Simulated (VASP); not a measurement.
Runs of VASP 6.6.1 on ZnSe. The structure is that of space group F-43m (No. 216), or close to it. The cells are those of the table. 

```csv
task,cell,k mesh,cutoff (eV),smearing,gap on the mesh (eV),pressure (GPa)
single point,"a = 3.665 Å, angles 60.0°, 2 atoms",10 × 10 × 10,500,gaussian 0.01 eV,(b),25.8
single point,"a = 3.963 Å, angles 60.0°, 2 atoms",8 × 8 × 8,520,gaussian 0.01 eV,1.21,-1.0
single point,"a = 3.910 Å, angles 60.0°, 2 atoms",8 × 8 × 8,520,gaussian 0.01 eV,(a),(c)
single point,"a = 4.008 Å, angles 60.0°, 2 atoms",6 × 6 × 6,500,gaussian 0.1 eV,1.07,-3.1
relaxation of cell and atoms,"relaxed to 25 GPa from a = 3.665 Å, angles 60.0°, 2 atoms",10 × 10 × 10,500,gaussian 0.01 eV,2.11,25.0
```

Alike in all rows: level LDA; potentials or basis VASP PAW LDA potentials, release 64 (Zn, Se); no spin polarisation.

Task: Estimate the missing entries.

Result: (a) 1.38; (b) 2.09; (c) 1.9.

Caveats: the cell stands under pressure (at least some runs); the cell stands under tension (at least some runs); the cell is relaxed towards a set pressure, so the run minimises the enthalpy, not the energy (at least some runs).

A k mesh can miss the band edges, and the runs leave out spin-orbit coupling on Se.
